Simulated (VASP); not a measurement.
# Co (P6_3/mmc) in VASP: notebook

Co is run at these levels: PBE; tasks: single point.

Program: VASP 6.6.1. These are calculated values, not measurements. Logs are shortened: lines on timing, memory, paths and dates and some standing lists are left out, and cuts for length are marked.

### Step 1. The cell of the first run

The structure is hexagonal, space group P6_3/mmc (No. 194). Conventional cell: a = 2.297 Å, b = 2.297 Å, c = 3.710 Å, α = 90.00°, β = 90.00°, γ = 120.00°. Within 3.0 Å of Co (site symmetry -6m2) lie 12 Co at 2.28 to 2.30 Å.

### Step 2. Single point, PBE, collinear spin, ferromagnetic start

INCAR

```
SYSTEM = Co
ALGO = Normal
EDIFF = 1E-6
ENCUT = 520
GGA = PE
ISIF = 2
ISMEAR = -1
ISPIN = 2
LASPH = .TRUE.
LCHARG = .TRUE.
LELF = .TRUE.
LMAXMIX = 4
LORBIT = 11
LREAL = .FALSE.
LVHAR = .TRUE.
LWAVE = .FALSE.
MAGMOM = 1.7 1.7
NBANDS = 20
NELM = 150
PREC = Accurate
SIGMA = 0.05
```

KPOINTS

```
k-points
0
G
  17 17 10
  0 0 0
```

POSCAR

```
Co
1.0
    2.2972099873      0.0000000000      0.0000000000
   -1.1486049936      1.9894422068      0.0000000000
    0.0000000000      0.0000000000      3.7097728546
Co
2
Direct
    0.3333333333      0.6666666667      0.2500000000
    0.6666666667      0.3333333333      0.7500000000
```

Potentials or basis: VASP PAW PBE potentials, release 64 (Co).

The run is started by

```
cat potpaw_PBE.64/Co/POTCAR > POTCAR
mpirun -np 1 vasp_std > vasp.out
```

OUTCAR:

```text
SYSTEM = Co
   EDIFF = 1E-6
   ENCUT = 520
   GGA = PE
   ISIF = 2
   ISMEAR = -1
   ISPIN = 2
   LASPH = .TRUE.
   LORBIT = 11
   LREAL = .FALSE.
   NELM = 150
   PREC = Accurate

 ion  position               nearest neighbor table
   1  0.333  0.667  0.250-   2 2.28   2 2.28   2 2.28   2 2.28   2 2.28   2 2.28
   2  0.667  0.333  0.750-   1 2.28   1 2.28   1 2.28   1 2.28   1 2.28   1 2.28

  LATTYP: Found a hexagonal cell.
 ALAT       =     2.2972099873
 C/A-ratio  =     1.6149036767

  Lattice vectors:

 A1 = (   2.2972099873,   0.0000000000,   0.0000000000)
 A2 = (  -1.1486049936,   1.9894422068,   0.0000000000)
 A3 = (   0.0000000000,   0.0000000000,   3.7097728546)

Analysis of symmetry for initial positions (statically):
=====================================================================
 Subroutine PRICEL returns:
 Original cell was already a primitive cell.

 Routine SETGRP: Setting up the symmetry group for a
 hexagonal supercell.

 Subroutine GETGRP returns: Found 24 space group operations
 (whereof 12 operations were pure point group operations)
 out of a pool of 24 trial point group operations.

The static configuration has the point symmetry D_3d.
 The point group associated with its full space group is D_6h.

Analysis of symmetry for dynamics (positions and initial velocities):
=====================================================================
 Subroutine PRICEL returns:
 Original cell was already a primitive cell.

 Routine SETGRP: Setting up the symmetry group for a
 hexagonal supercell.

 Subroutine GETGRP returns: Found 24 space group operations
 (whereof 12 operations were pure point group operations)
 out of a pool of 24 trial point group operations.

The dynamic configuration has the point symmetry D_3d.
 The point group associated with its full space group is D_6h.

Analysis of structural, dynamic, and magnetic symmetry:
=====================================================================
 Subroutine PRICEL returns:
 Original cell was already a primitive cell.

 Routine SETGRP: Setting up the symmetry group for a
 hexagonal supercell.

 Subroutine GETGRP returns: Found 24 space group operations
 (whereof 12 operations were pure point group operations)
 out of a pool of 24 trial point group operations.

The overall configuration has the point symmetry D_3d.
 The point group associated with its full space group is D_6h.

 Subroutine INISYM returns: Found 24 space group operations
 (whereof 12 operations are pure point group operations),
 and found     1 'primitive' translations

----------------------------------------------------------------------------------------

                                     Primitive cell

  volume of cell :      16.9543

  direct lattice vectors                    reciprocal lattice vectors
     2.297209987  0.000000000  0.000000000     0.435310662  0.251326728  0.000000000
    -1.148604994  1.989442207  0.000000000     0.000000000  0.502653456  0.000000000
     0.000000000  0.000000000  3.709772855     0.000000000  0.000000000  0.269558283

  length of vectors
     2.297209987  2.297209987  3.709772855     0.502653456  0.502653456  0.269558283

  position of ions in fractional coordinates (direct lattice)
     0.333333333  0.666666667  0.250000000
     0.666666667  0.333333333  0.750000000

  ion indices of the primitive-cell ions
   primitive index   ion index
                 1           1
                 2           2

----------------------------------------------------------------------------------------

 KPOINTS: k-points

Automatic generation of k-mesh.
 Grid dimensions read from file:
 generate k-points for:   17   17   10

 Generating k-lattice:

  Cartesian coordinates                     Fractional coordinates (reciprocal lattice)
     0.025606510  0.014783925  0.000000000     0.058823529  0.000000000  0.000000000
     0.000000000  0.029567850  0.000000000     0.000000000  0.058823529  0.000000000
     0.000000000  0.000000000  0.026955828     0.000000000  0.000000000  0.100000000

  Length of vectors
     0.029567850  0.029567850  0.026955828

  Shift w.r.t. Gamma in fractional coordinates (k-lattice)
     0.000000000  0.000000000  0.000000000

 Subroutine IBZKPT returns following result:
 ===========================================

 Found    198 irreducible k-points:

 Following reciprocal coordinates:
            Coordinates               Weight
  0.000000  0.000000  0.000000      1.000000
  0.058824 -0.000000  0.000000      6.000000
  0.117647 -0.000000  0.000000      6.000000
  0.176471 -0.000000  0.000000      6.000000
  0.235294 -0.000000  0.000000      6.000000
  0.294118 -0.000000  0.000000      6.000000
[... 16 lines left out ...]
  0.411765  0.117647  0.000000     12.000000
  0.176471  0.176471  0.000000      6.000000
 [... further k-points ...]
   k-points           NKPTS =    198   k-points in BZ     NKDIM =    198   number of bands    NBANDS=     20
   number of dos      NEDOS =    301   number of ions     NIONS =      2
   total plane-waves  NPLWV =   9072
   dimension x,y,z NGX =    18 NGY =   18 NGZ =   28
   dimension x,y,z NGXF=    36 NGYF=   36 NGZF=   56
   ions per type =               2
   NGX,Y,Z   is equivalent  to a cutoff of  13.03, 13.03, 12.55 a.u.
   NGXF,Y,Z  is equivalent  to a cutoff of  26.05, 26.05, 25.10 a.u.
 SYSTEM =  Co
   PREC   = accura    normal or accurate (medium, high low for compatibility)
   ISTART =      0    job   : 0-new  1-cont  2-samecut
   ICHARG =      2    charge: 1-file 2-atom 10-const
   ISPIN  =      2    spin polarized calculation?
   LNONCOLLINEAR =      F non collinear calculations
   LSORBIT =      F    spin-orbit coupling
   LASPH  =      T    aspherical Exc in radial PAW
   ENCUT  =  520.0 eV  38.22 Ry    6.18 a.u.   4.27  4.27  6.90*2*pi/ulx,y,z
   NELM   =    150;   NELMIN=  2; NELMDL= -5     # of ELM steps
   EDIFF  = 0.1E-05   stopping-criterion for ELM
   LREAL  =      F    real-space projection
   EDIFFG = 0.1E-04   stopping-criterion for IOM
   NSW    =      0    number of steps for IOM
   IBRION =     -1    ionic relax: 0-MD 1-quasi-New 2-CG
   NFREE  =      0    steps in history (QN), initial steepest desc. (CG)
   ISIF   =      2    stress and relaxation
   ISYM   =      2    0-nonsym 1-usesym 2-fastsym
   POTIM  = 0.5000    time-step for ionic-motion
   TEBEG  =    0.0;   TEEND  =   0.0 temperature during run
   PSTRESS=    0.0 pullay stress
   NELECT =      18.0000    total number of electrons
   NUPDOWN=      -1.0000    fix difference up-down
   EMIN   =  10.00;   EMAX   =-10.00  energy-range for DOS
   EFERMI =   0.00;   METHOD = LEGACY
   ISMEAR =    -1;   SIGMA  =   0.05  broadening in eV -4-tet -1-fermi 0-gaus
   EFERMI_NEDOS =   21; number of points for ismear=-14 and -15
   IALGO  =     38    algorithm
   IMIX   =      4    mixing-type and parameters
     AMIX     =   0.40;   BMIX     =  1.00
     AMIX_MAG =   1.60;   BMIX_MAG =  1.00
  volume/ion in A,a.u.               =       8.48        57.21
  Fermi-wavevector in a.u.,A,eV,Ry     =   1.670087  3.156008 37.949263  2.789192
  Thomas-Fermi vector in A             =   2.755646
   LORBIT       =     11    0 simple, 1 ext, 2 COOP (PROOUT), +10 PAW based schemes
   GGA     = PE    functional components
   LHFCALC =     F    Hartree Fock is set to
   AEXX    =    0.0000 exact exchange contribution
   IVDW    =     0    specifies the selected vdW correction
   LEPSILON=     F    determine dielectric tensor
   LRPA    =     F    only Hartree local field effects (RPA)
 spin polarized calculation
  energy-cutoff  :      520.00
  volume of cell :       16.95
 maximum number of plane-waves:       482
 NGX is ok and might be reduce to    18
   NGX =  9   NGY =  9   NGZ = 13

 number of electron      17.9999983 magnetization       2.5588709

 Free energy of the ion-electron system (eV)
  ---------------------------------------------------
  ext. energy  EPLUGINS =         0.00000000
  ---------------------------------------------------
  free energy    TOTEN  =       -13.01295477 eV

  energy without entropy =      -12.98874842  energy(sigma->0) =      -13.00085160

 E-fermi :  14.2488     XC(G=0): -14.9276

 val. band max:       14.2429754826   @ k =   0.3529   0.1176   0.4000
 cond. band min:      14.2529267117   @ k =   0.2353   0.1176   0.3000
 fundamental gap:      0.0099512291
 Fermi energy:        14.2488167332

 spin component 1

 k-point     1 :       0.0000    0.0000    0.0000
  band No.  band energies     occupation
      1       3.8157      1.00000
      2       7.7936      1.00000
      3      11.2651      1.00000
      4      11.2772      1.00000
      5      11.2772      1.00000
      6      11.7555      1.00000
[... 12 lines left out ...]
     19      44.7673      0.00000
     20      44.7673      0.00000

 k-point     2 :       0.0588   -0.0000    0.0000
  band No.  band energies     occupation
      1       3.9637      1.00000
      2       7.8899      1.00000
      3      11.0397      1.00000
      4      11.3597      1.00000
      5      11.4747      1.00000
      6      11.7131      1.00000
[... 12 lines left out ...]
     19      46.1808      0.00000
     20      46.6030      0.00000

 k-point     3 :       0.1176   -0.0000    0.0000
  band No.  band energies     occupation
      1       4.3974      1.00000
      2       8.1541      1.00000
      3      10.7592      1.00000
      4      11.5513      1.00000
      5      11.6006      1.00000
      6      11.6125      1.00000
[... 12 lines left out ...]
     19      44.1407      0.00000
     20      48.0079      0.00000

 k-point     4 :       0.1765   -0.0000    0.0000
  band No.  band energies     occupation
      1       5.0838      1.00000
      2       8.5006      1.00000
      3      10.4685      1.00000
      4      10.7957      1.00000
      5      11.4031      1.00000
      6      11.8532      1.00000
[... 429 lines left out ...]
 k-point    23 :       0.4118    0.1176    0.0000
  band No.  band energies     occupation
      1       8.4054      1.00000
      2       8.5904      1.00000
      3       8.6705      1.00000
      4      10.8299      1.00000
      5      10.9381      1.00000
      6      11.3328      1.00000
[... 12 lines left out ...]
     19      40.9227      0.00000
     20      44.3691      0.00000

 k-point    24 :       0.1765    0.1765    0.0000
  band No.  band energies     occupation
      1       7.1940      1.00000
      2       9.2228      1.00000
      3       9.4730      1.00000
      4       9.6786      1.00000
      5      11.0536      1.00000
      6      11.3953      1.00000
[... 12 lines left out ...]
     19      40.9165      0.00000
     20      47.0511      0.00000

 [... further k-points ...]

 spin component 2

 k-point     1 :       0.0000    0.0000    0.0000
  band No.  band energies     occupation
      1       3.8605      1.00000
      2       8.5524      1.00000
      3      12.5610      1.00000
      4      12.5672      1.00000
      5      12.5672      1.00000
      6      13.0962      1.00000
[... 12 lines left out ...]
     19      45.0659      0.00000
     20      45.0659      0.00000

 k-point     2 :       0.0588   -0.0000    0.0000
  band No.  band energies     occupation
      1       4.0091      1.00000
      2       8.6560      1.00000
      3      12.3049      1.00000
      4      12.6548      1.00000
      5      12.7866      1.00000
      6      13.0457      1.00000
[... 12 lines left out ...]
     19      46.1374      0.00000
     20      46.9045      0.00000

 k-point     3 :       0.1176   -0.0000    0.0000
  band No.  band energies     occupation
      1       4.4456      1.00000
      2       8.9430      1.00000
      3      11.9832      1.00000
      4      12.5242      1.00000
      5      12.8591      1.00000
      6      12.9109      1.00000
[... 12 lines left out ...]
     19      44.1735      0.00000
     20      48.1091      0.00000

 k-point     4 :       0.1765   -0.0000    0.0000
  band No.  band energies     occupation
      1       5.1408      1.00000
      2       9.3313      1.00000
      3      11.6342      1.00000
      4      11.6793      1.00000
      5      12.6768      1.00000
      6      13.2316      1.00000
[... 429 lines left out ...]
 k-point    23 :       0.4118    0.1176    0.0000
  band No.  band energies     occupation
      1       9.2808      1.00000
      2       9.4344      1.00000
      3       9.5410      1.00000
      4      11.4554      1.00000
      5      12.2079      1.00000
      6      12.5126      1.00000
[... 12 lines left out ...]
     19      41.2222      0.00000
     20      44.7703      0.00000

 k-point    24 :       0.1765    0.1765    0.0000
  band No.  band energies     occupation
      1       7.3278      1.00000
      2      10.1571      1.00000
      3      10.3850      1.00000
      4      10.7210      1.00000
      5      12.3227      1.00000
      6      12.6083      1.00000
[... 12 lines left out ...]
     19      41.1893      0.00000
     20      47.3474      0.00000

 [... further k-points ...]
[... 5 lines left out ...]
  --------------------------------------------------------------------------------------
  -------------------------------------------------------------------------------------
  Total        9.4980443      9.4980443      9.4980077      0.0000000      0.0000000      0.0000000
  in kB      897.5640108    897.5640108    897.5605539      0.0000000      0.0000000      0.0000000
  external PRESSURE =     897.5628585 kB  Pullay stress =       0.0000000 kB

 VOLUME and BASIS-vectors are now :
 -----------------------------------------------------------------------------
  energy-cutoff  :      520.00
  volume of cell :       16.95
      direct lattice vectors                 reciprocal lattice vectors
     2.297209987  0.000000000  0.000000000     0.435310662  0.251326728  0.000000000
    -1.148604994  1.989442207  0.000000000     0.000000000  0.502653456  0.000000000
     0.000000000  0.000000000  3.709772855     0.000000000  0.000000000  0.269558283

 POSITION                                       TOTAL-FORCE (eV/Angst)
 -----------------------------------------------------------------------------------
     -0.00000      1.32629      0.92744         0.000000      0.000000      0.000000
      1.14860      0.66315      2.78233        -0.000000     -0.000000      0.000000
 -----------------------------------------------------------------------------------
    total drift:                                0.000000     -0.000000     -0.000000

  FREE ENERGIE OF THE ION-ELECTRON SYSTEM (eV)
  ---------------------------------------------------
  free  energy   TOTEN  =       -13.0129547739 eV

  energy  without entropy=      -12.9887484202  energy(sigma->0) =      -13.00085160

 total charge

# of ion       s       p       d       tot
------------------------------------------
    1        0.611   0.779   7.495   8.885
    2        0.611   0.779   7.495   8.885
--------------------------------------------------
tot          1.222   1.558  14.990  17.770

 magnetization (x)

# of ion       s       p       d       tot
------------------------------------------
    1       -0.015  -0.049   1.319   1.255
    2       -0.015  -0.049   1.319   1.255
--------------------------------------------------
tot         -0.030  -0.098   2.637   2.509
```

It took 61 s on 1 thread of Intel Xeon 6975P-C (Granite Rapids), shared host; peak memory 0.21 GiB.

Results:

- Free energy: -13.0130 eV
- Pressure: 89.8 GPa
- Net moment: 2.56 μB per cell
- Site moments: Co +1.25 μB
- Valence electrons inside the program's atomic spheres: Co 8.88

Caveat: the cell stands under pressure.

(Continued in part 2 of 2.)
